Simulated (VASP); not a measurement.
# CdSe (F-43m) in VASP: notebook

Runs on CdSe. Level: PBE. Tasks: single point.

All numbers are computed with VASP 6.6.1; they aren't measurements. Logs are shortened: lines on timing, memory, paths and dates and some standing lists are left out, and cuts for length are marked.

**1. The cell of the first run**

The structure is cubic, space group F-43m (No. 216). The conventional cell has a = 6.085 Å, b = 6.085 Å, c = 6.085 Å, α = 90.00°, β = 90.00°, γ = 90.00°. Within 3.5 Å of Cd (site symmetry -43m) lie 4 Se at 2.63 Å. Se (site symmetry -43m) has 4 Cd at 2.63 Å within 3.5 Å.

**2. Single point, PBE (28.16 Å³/atom)**

Input file INCAR:

```
SYSTEM = CdSe
  ALGO = Normal
  EDIFF = 1E-6
  ENCUT = 520
  GGA = PE
  ISIF = 2
  ISMEAR = 0
  LASPH = .True.
  LCHARG = .False.
  LREAL = .False.
  LWAVE = .False.
  NBANDS = 16
  NELM = 100
  PREC = Accurate
  SIGMA = 0.05
```

Input file KPOINTS:

```
k-points
0
Gamma
  10 10 10
  0 0 0
```

Input file POSCAR:

```
CdSe
1.0
    0.0000000000      3.0423259554      3.0423259554
    3.0423259554      0.0000000000      3.0423259554
    3.0423259554      3.0423259554      0.0000000000
Cd Se
1 1
Direct
    0.0000000000      0.0000000000      0.0000000000
    0.7500000000      0.7500000000      0.7500000000
```

Potentials or basis: VASP PAW PBE potentials, release 64 (Cd, Se).

Run with:

```sh
> cat potpaw_PBE.64/Cd/POTCAR potpaw_PBE.64/Se/POTCAR > POTCAR
> mpirun -np 1 vasp_std > vasp.out
```

OUTCAR:

```text
SYSTEM = CdSe
   EDIFF = 1E-6
   ENCUT = 520
   GGA = PE
   ISIF = 2
   ISMEAR = 0
   LASPH = .True.
   LREAL = .False.
   NELM = 100
   PREC = Accurate

 ion  position               nearest neighbor table
   1  0.000  0.000  0.000-   2 2.63   2 2.63   2 2.63   2 2.63
   2  0.750  0.750  0.750-   1 2.63   1 2.63   1 2.63   1 2.63

  LATTYP: Found a face centered cubic cell.
 ALAT       =     6.0846519108

  Lattice vectors:

 A1 = (   0.0000000000,   3.0423259554,   3.0423259554)
 A2 = (   3.0423259554,   0.0000000000,   3.0423259554)
 A3 = (   3.0423259554,   3.0423259554,   0.0000000000)

Analysis of symmetry for initial positions (statically):
=====================================================================
 Subroutine PRICEL returns:
 Original cell was already a primitive cell.

 Routine SETGRP: Setting up the symmetry group for a
 face centered cubic supercell.

 Subroutine GETGRP returns: Found 24 space group operations
 (whereof 24 operations were pure point group operations)
 out of a pool of 48 trial point group operations.

The static configuration has the point symmetry T_d .

Analysis of symmetry for dynamics (positions and initial velocities):
=====================================================================
 Subroutine PRICEL returns:
 Original cell was already a primitive cell.

 Routine SETGRP: Setting up the symmetry group for a
 face centered cubic supercell.

 Subroutine GETGRP returns: Found 24 space group operations
 (whereof 24 operations were pure point group operations)
 out of a pool of 48 trial point group operations.

The dynamic configuration has the point symmetry T_d .

 Subroutine INISYM returns: Found 24 space group operations
 (whereof 24 operations are pure point group operations),
 and found     1 'primitive' translations

----------------------------------------------------------------------------------------

                                     Primitive cell

  volume of cell :      56.3180

  direct lattice vectors                    reciprocal lattice vectors
     0.000000000  3.042325955  3.042325955    -0.164347939  0.164347939  0.164347939
     3.042325955  0.000000000  3.042325955     0.164347939 -0.164347939  0.164347939
     3.042325955  3.042325955  0.000000000     0.164347939  0.164347939 -0.164347939

  length of vectors
     4.302498627  4.302498627  4.302498627     0.284658980  0.284658980  0.284658980

  position of ions in fractional coordinates (direct lattice)
     0.000000000  0.000000000  0.000000000
     0.750000000  0.750000000  0.750000000

  ion indices of the primitive-cell ions
   primitive index   ion index
                 1           1
                 2           2

----------------------------------------------------------------------------------------

 KPOINTS: k-points

Automatic generation of k-mesh.
 Grid dimensions read from file:
 generate k-points for:   10   10   10

 Generating k-lattice:

  Cartesian coordinates                     Fractional coordinates (reciprocal lattice)
    -0.016434794  0.016434794  0.016434794     0.100000000  0.000000000  0.000000000
     0.016434794 -0.016434794  0.016434794     0.000000000  0.100000000  0.000000000
     0.016434794  0.016434794 -0.016434794     0.000000000  0.000000000  0.100000000

  Length of vectors
     0.028465898  0.028465898  0.028465898

  Shift w.r.t. Gamma in fractional coordinates (k-lattice)
     0.000000000  0.000000000  0.000000000

 Subroutine IBZKPT returns following result:
 ===========================================

 Found     47 irreducible k-points:

 Following reciprocal coordinates:
            Coordinates               Weight
  0.000000  0.000000  0.000000      1.000000
  0.100000  0.000000  0.000000      8.000000
  0.200000  0.000000  0.000000      8.000000
  0.300000  0.000000  0.000000      8.000000
  0.400000  0.000000  0.000000      8.000000
  0.500000  0.000000  0.000000      4.000000
[... 16 lines left out ...]
  0.300000  0.300000  0.000000      6.000000
  0.400000  0.300000  0.000000     24.000000
 [... further k-points ...]
   k-points           NKPTS =     47   k-points in BZ     NKDIM =     47   number of bands    NBANDS=     16
   number of dos      NEDOS =    301   number of ions     NIONS =      2
   total plane-waves  NPLWV =  32768
   dimension x,y,z NGX =    32 NGY =   32 NGZ =   32
   dimension x,y,z NGXF=    64 NGYF=   64 NGZF=   64
   ions per type =               1   1
   NGX,Y,Z   is equivalent  to a cutoff of  12.36, 12.36, 12.36 a.u.
   NGXF,Y,Z  is equivalent  to a cutoff of  24.73, 24.73, 24.73 a.u.
 SYSTEM =  CdSe
   PREC   = accura    normal or accurate (medium, high low for compatibility)
   ISTART =      0    job   : 0-new  1-cont  2-samecut
   ICHARG =      2    charge: 1-file 2-atom 10-const
   ISPIN  =      1    spin polarized calculation?
   LNONCOLLINEAR =      F non collinear calculations
   LSORBIT =      F    spin-orbit coupling
   LASPH  =      T    aspherical Exc in radial PAW
   ENCUT  =  520.0 eV  38.22 Ry    6.18 a.u.   8.00  8.00  8.00*2*pi/ulx,y,z
   NELM   =    100;   NELMIN=  2; NELMDL= -5     # of ELM steps
   EDIFF  = 0.1E-05   stopping-criterion for ELM
   LREAL  =      F    real-space projection
   EDIFFG = 0.1E-04   stopping-criterion for IOM
   NSW    =      0    number of steps for IOM
   IBRION =     -1    ionic relax: 0-MD 1-quasi-New 2-CG
   NFREE  =      0    steps in history (QN), initial steepest desc. (CG)
   ISIF   =      2    stress and relaxation
   ISYM   =      2    0-nonsym 1-usesym 2-fastsym
   POTIM  = 0.5000    time-step for ionic-motion
   TEBEG  =    0.0;   TEEND  =   0.0 temperature during run
   PSTRESS=    0.0 pullay stress
   NELECT =      18.0000    total number of electrons
   NUPDOWN=      -1.0000    fix difference up-down
   EMIN   =  10.00;   EMAX   =-10.00  energy-range for DOS
   EFERMI =   0.00;   METHOD = LEGACY
   ISMEAR =     0;   SIGMA  =   0.05  broadening in eV -4-tet -1-fermi 0-gaus
   EFERMI_NEDOS =   21; number of points for ismear=-14 and -15
   IALGO  =     38    algorithm
   IMIX   =      4    mixing-type and parameters
     AMIX     =   0.40;   BMIX     =  1.00
     AMIX_MAG =   1.60;   BMIX_MAG =  1.00
  volume/ion in A,a.u.               =      28.16       190.03
  Fermi-wavevector in a.u.,A,eV,Ry     =   1.119309  2.115187 17.046089  1.252852
  Thomas-Fermi vector in A             =   2.255947
   LORBIT       =      0    0 simple, 1 ext, 2 COOP (PROOUT), +10 PAW based schemes
   GGA     = PE    functional components
   LHFCALC =     F    Hartree Fock is set to
   AEXX    =    0.0000 exact exchange contribution
   IVDW    =     0    specifies the selected vdW correction
   LEPSILON=     F    determine dielectric tensor
   LRPA    =     F    only Hartree local field effects (RPA)
 non-spin polarized calculation
 Gauss-broadening in eV      SIGMA  =   0.05
  energy-cutoff  :      520.00
  volume of cell :       56.32
 maximum number of plane-waves:      1528
   NGX = 15   NGY = 15   NGZ = 15

 number of electron      18.0000002 magnetization

 Free energy of the ion-electron system (eV)
  ---------------------------------------------------
  ext. energy  EPLUGINS =         0.00000000
  ---------------------------------------------------
  free energy    TOTEN  =        -5.46848305 eV

  energy without entropy =       -5.46848305  energy(sigma->0) =       -5.46848305

 E-fermi :   1.1872     XC(G=0):  -8.8811

 val. band max:        0.9323881835   @ k =   0.0000   0.0000   0.0000
 cond. band min:       1.5392587235   @ k =   0.0000   0.0000   0.0000
 fundamental gap:      0.6068705400
 Fermi energy:         1.1871622722

 k-point     1 :       0.0000    0.0000    0.0000
  band No.  band energies     occupation
      1     -11.6551      2.00000
      2      -6.9979      2.00000
      3      -6.9979      2.00000
      4      -6.9979      2.00000
      5      -6.6245      2.00000
      6      -6.6245      2.00000
[... 8 lines left out ...]
     15      12.0305      0.00000
     16      12.0305      0.00000

 k-point     2 :       0.1000    0.0000    0.0000
  band No.  band energies     occupation
      1     -11.6203      2.00000
      2      -6.9866      2.00000
      3      -6.9866      2.00000
      4      -6.9677      2.00000
      5      -6.6252      2.00000
      6      -6.6252      2.00000
[... 8 lines left out ...]
     15      11.4221      0.00000
     16      11.4221      0.00000

 k-point     3 :       0.2000    0.0000    0.0000
  band No.  band energies     occupation
      1     -11.5282      2.00000
      2      -6.9589      2.00000
      3      -6.9589      2.00000
      4      -6.8680      2.00000
      5      -6.6248      2.00000
      6      -6.6248      2.00000
[... 8 lines left out ...]
     15      10.9820      0.00000
     16      11.3192      0.00000

 k-point     4 :       0.3000    0.0000    0.0000
  band No.  band energies     occupation
      1     -11.4132      2.00000
      2      -6.9292      2.00000
      3      -6.9292      2.00000
      4      -6.6857      2.00000
      5      -6.6182      2.00000
      6      -6.6182      2.00000
[... 8 lines left out ...]
     15      11.2443      0.00000
     16      11.2443      0.00000
[... 324 lines left out ...]
 k-point    22 :      -0.2000    0.2000    0.0000
  band No.  band energies     occupation
      1     -11.3745      2.00000
      2      -6.9119      2.00000
      3      -6.8976      2.00000
      4      -6.6863      2.00000
      5      -6.6390      2.00000
      6      -6.5648      2.00000
[... 8 lines left out ...]
     15      12.2186      0.00000
     16      13.3509      0.00000

 k-point    23 :       0.3000    0.3000    0.0000
  band No.  band energies     occupation
      1     -11.3350      2.00000
      2      -6.8360      2.00000
      3      -6.8360      2.00000
      4      -6.8048      2.00000
      5      -6.5863      2.00000
      6      -6.5812      2.00000
[... 8 lines left out ...]
     15      12.7427      0.00000
     16      14.8534      0.00000

 k-point    24 :       0.4000    0.3000    0.0000
  band No.  band energies     occupation
      1     -11.2620      2.00000
      2      -6.8309      2.00000
      3      -6.8035      2.00000
      4      -6.7573      2.00000
      5      -6.5802      2.00000
      6      -6.4597      2.00000
[... 8 lines left out ...]
     15      13.1417      0.00000
     16      14.6429      0.00000

 [... further k-points ...]

------------------------ aborting loop because EDIFF is reached ----------------------------------------

  FORCE on cell =-STRESS in cart. coord.  units (eV):
  Direction    XX          YY          ZZ          XY          YZ          ZX
  --------------------------------------------------------------------------------------
  -------------------------------------------------------------------------------------
  Total        1.0879856      1.0879856      1.0879856      0.0000000      0.0000000     -0.0000000
  in kB       30.9518436     30.9518436     30.9518436      0.0000000      0.0000000     -0.0000000
  external PRESSURE =      30.9518436 kB  Pullay stress =       0.0000000 kB

 VOLUME and BASIS-vectors are now :
 -----------------------------------------------------------------------------
  energy-cutoff  :      520.00
  volume of cell :       56.32
      direct lattice vectors                 reciprocal lattice vectors
     0.000000000  3.042325955  3.042325955    -0.164347939  0.164347939  0.164347939
     3.042325955  0.000000000  3.042325955     0.164347939 -0.164347939  0.164347939
     3.042325955  3.042325955  0.000000000     0.164347939  0.164347939 -0.164347939

 POSITION                                       TOTAL-FORCE (eV/Angst)
 -----------------------------------------------------------------------------------
      0.00000      0.00000      0.00000        -0.000000     -0.000000     -0.000000
      4.56349      4.56349      4.56349         0.000000      0.000000      0.000000
 -----------------------------------------------------------------------------------
    total drift:                                0.000000      0.000000      0.000000

  FREE ENERGIE OF THE ION-ELECTRON SYSTEM (eV)
  ---------------------------------------------------
  free  energy   TOTEN  =        -5.4684830541 eV

  energy  without entropy=       -5.4684830541  energy(sigma->0) =       -5.46848305
```

It took 33 s on 1 thread of Intel Xeon 8259CL, shared host; peak memory 0.2 GiB.

What came out:

| Item | Value |
| --- | --- |
| Free energy | -5.4685 eV |
| Pressure | 3.1 GPa |
| Band gap on the k mesh | 0.61 eV |

Caveat: the cell stands under pressure.

**3. Single point, PBE (31.33 Å³/atom)**

This run uses another cell than the first one, of 31.33 Å³/atom.

Input file INCAR:

```
SYSTEM = CdSe
ALGO     = Normal         ! electronic algorithm
EDIFF    = 1E-6           ! SCF threshold, eV
ENCUT    = 520            ! plane-wave cutoff, eV
GGA      = PE             ! functional
ISIF     = 2              ! what is computed and relaxed
ISMEAR   = 0              ! smearing method
LASPH    = .True.         ! aspherical terms in the spheres
LCHARG   = .False.        ! write CHGCAR
LREAL    = .False.        ! projectors in reciprocal space
LWAVE    = .False.        ! write WAVECAR
NBANDS   = 16             ! bands
NELM     = 100            ! most SCF steps
PREC     = Accurate       ! precision mode
SIGMA    = 0.05           ! smearing width, eV
```

KPOINTS is that of step 2.

Input file POSCAR:

```
CdSe
1.0
    0.0000000000      3.1525552459      3.1525552459
    3.1525552459      0.0000000000      3.1525552459
    3.1525552459      3.1525552459      0.0000000000
Cd Se
1 1
Direct
    0.0000000000      0.0000000000      0.0000000000
    0.7500000000      0.7500000000      0.7500000000
```

Potentials or basis: VASP PAW PBE potentials, release 64 (Cd, Se).

Run with:

```sh
> cat potpaw_PBE.64/Cd/POTCAR potpaw_PBE.64/Se/POTCAR > POTCAR
> mpirun -np 1 vasp_std > vasp.out
```

OUTCAR:

```text
SYSTEM = CdSe
   EDIFF = 1E-6
   ENCUT = 520
   GGA = PE
   ISIF = 2
   ISMEAR = 0
   LASPH = .True.
   LREAL = .False.
   NELM = 100
   PREC = Accurate

 ion  position               nearest neighbor table
   1  0.000  0.000  0.000-   2 2.73   2 2.73   2 2.73   2 2.73
   2  0.750  0.750  0.750-   1 2.73   1 2.73   1 2.73   1 2.73

  LATTYP: Found a face centered cubic cell.
 ALAT       =     6.3051104918

  Lattice vectors:

 A1 = (   0.0000000000,   3.1525552459,   3.1525552459)
 A2 = (   3.1525552459,   0.0000000000,   3.1525552459)
 A3 = (   3.1525552459,   3.1525552459,   0.0000000000)

Analysis of symmetry for initial positions (statically):
=====================================================================
 Subroutine PRICEL returns:
 Original cell was already a primitive cell.

 Routine SETGRP: Setting up the symmetry group for a
 face centered cubic supercell.

 Subroutine GETGRP returns: Found 24 space group operations
 (whereof 24 operations were pure point group operations)
 out of a pool of 48 trial point group operations.

The static configuration has the point symmetry T_d .

Analysis of symmetry for dynamics (positions and initial velocities):
[... 163 lines left out ...]
 cond. band min:       0.5283845529   @ k =   0.0000   0.0000   0.0000
 fundamental gap:      0.3848626715
 Fermi energy:         0.3386033493

 k-point     1 :       0.0000    0.0000    0.0000
  band No.  band energies     occupation
      1     -11.9044      2.00000
      2      -7.4881      2.00000
      3      -7.4881      2.00000
      4      -7.4881      2.00000
      5      -7.2179      2.00000
      6      -7.2179      2.00000
[... 433 lines left out ...]
      3      -7.3473      2.00000
      4      -7.3029      2.00000
      5      -7.1859      2.00000
      6      -7.0787      2.00000
[... 8 lines left out ...]
     15      12.0845      0.00000
     16      13.1545      0.00000

 [... further k-points ...]

------------------------ aborting loop because EDIFF is reached ----------------------------------------

  FORCE on cell =-STRESS in cart. coord.  units (eV):
  Direction    XX          YY          ZZ          XY          YZ          ZX
  --------------------------------------------------------------------------------------
  -------------------------------------------------------------------------------------
  Total       -0.7335282     -0.7335282     -0.7335282      0.0000000      0.0000000      0.0000000
  in kB      -18.7546639    -18.7546639    -18.7546639      0.0000000      0.0000000      0.0000000
  external PRESSURE =     -18.7546639 kB  Pullay stress =       0.0000000 kB

 VOLUME and BASIS-vectors are now :
 -----------------------------------------------------------------------------
  energy-cutoff  :      520.00
  volume of cell :       62.66
      direct lattice vectors                 reciprocal lattice vectors
     0.000000000  3.152555246  3.152555246    -0.158601503  0.158601503  0.158601503
     3.152555246  0.000000000  3.152555246     0.158601503 -0.158601503  0.158601503
     3.152555246  3.152555246  0.000000000     0.158601503  0.158601503 -0.158601503

 POSITION                                       TOTAL-FORCE (eV/Angst)
 -----------------------------------------------------------------------------------
      0.00000      0.00000      0.00000         0.000000     -0.000000     -0.000000
      4.72883      4.72883      4.72883        -0.000000      0.000000      0.000000
 -----------------------------------------------------------------------------------
    total drift:                                0.000000      0.000000      0.000000

  FREE ENERGIE OF THE ION-ELECTRON SYSTEM (eV)
  ---------------------------------------------------
  free  energy   TOTEN  =        -5.4826217158 eV

  energy  without entropy=       -5.4826217158  energy(sigma->0) =       -5.48262172
```

Wall time 57 s (1 thread of Intel Xeon 8259CL, shared host); peak memory 0.23 GiB.

Results:

```
Free energy            : -5.4826 eV
Pressure               : -1.9 GPa
Band gap on the k mesh : 0.38 eV
```

**4. Single point, PBE (32.92 Å³/atom)**

This run uses another cell than the first one, of 32.92 Å³/atom.

Input file INCAR:

```
SYSTEM = CdSe
PREC     = Accurate       ! precision mode
ENCUT    = 520            ! plane-wave cutoff, eV
EDIFF    = 1E-6           ! SCF threshold, eV
ISMEAR   = 0              ! smearing method
SIGMA    = 0.05           ! smearing width, eV
LREAL    = .FALSE.        ! projectors in reciprocal space
LASPH    = .TRUE.         ! aspherical terms in the spheres
NELM     = 60             ! most SCF steps
ALGO     = Normal         ! electronic algorithm
ISIF     = 2              ! what is computed and relaxed
LWAVE    = .FALSE.        ! write WAVECAR
LCHARG   = .TRUE.         ! write CHGCAR
GGA      = PE             ! functional
LELF     = .TRUE.         ! ELF
LVHAR    = .TRUE.       
NBANDS   = 16             ! bands
```

Input file KPOINTS:

```
Automatic mesh
0
G
  10 10 10
  0 0 0
```

Input file POSCAR:

```
CdSe
1.0
    0.0000000000      3.2048753808      3.2048753808
    3.2048753808      0.0000000000      3.2048753808
    3.2048753808      3.2048753808      0.0000000000
Cd Se
1 1
Direct
    0.0000000000      0.0000000000      0.0000000000
    0.7500000000      0.7500000000      0.7500000000
```

Run with:

```sh
> cat potpaw_PBE.64/Cd/POTCAR potpaw_PBE.64/Se/POTCAR > POTCAR
> mpirun -np 1 vasp_std > vasp.out
```

Wall time 67 s (1 thread of Intel Xeon 8259CL, shared host); peak memory 0.23 GiB.

It converged, with:

* Free energy: -5.4293 eV
* Pressure: -3.4 GPa
* Band gap on the k mesh: 0.28 eV

Levels at points of the mesh, in eV from the valence-band top:
| k point | band 5 | band 6 | band 7 | band 8 | band 9 | band 10 | band 11 | band 12 | band 13 | band 14 |
| --- | --- | --- | --- | --- | --- | --- | --- | --- | --- | --- |
| (0.00, 0.00, 0.00) | -7.30 | -7.30 | 0.00 | 0.00 | 0.00 | 0.28 | 5.88 | 5.88 | 5.88 | 9.14 |
| (0.50, 0.00, 0.00) | -7.29 | -7.11 | -3.56 | -0.55 | -0.55 | 2.17 | 6.36 | 6.36 | 6.91 | 9.63 |
| (0.50, 0.50, 0.00) | -7.27 | -7.07 | -3.42 | -1.38 | -1.38 | 3.39 | 3.52 | 8.44 | 9.29 | 9.29 |

Caveat: the cell stands under tension.

**5. The runs side by side**

| cell | gap on the mesh (eV) | pressure (GPa) |
| --- | --- | --- |
| a = 4.302 Å, angles 60.0°, 2 atoms | 0.61 | 3.1 |
| a = 4.458 Å, angles 60.0°, 2 atoms | 0.38 | -1.9 |
| a = 4.532 Å, angles 60.0°, 2 atoms | 0.28 | -3.4 |

Alike in all rows: task single point; level PBE; potentials or basis VASP PAW PBE potentials, release 64 (Cd, Se); no spin polarisation; k mesh 10 × 10 × 10; cutoff (eV) 520; smearing gaussian 0.05 eV.

Caveats: the cell stands under pressure (at least some runs); the cell stands under tension (at least some runs).

Absolute energies hang on the potentials; compare differences alone.
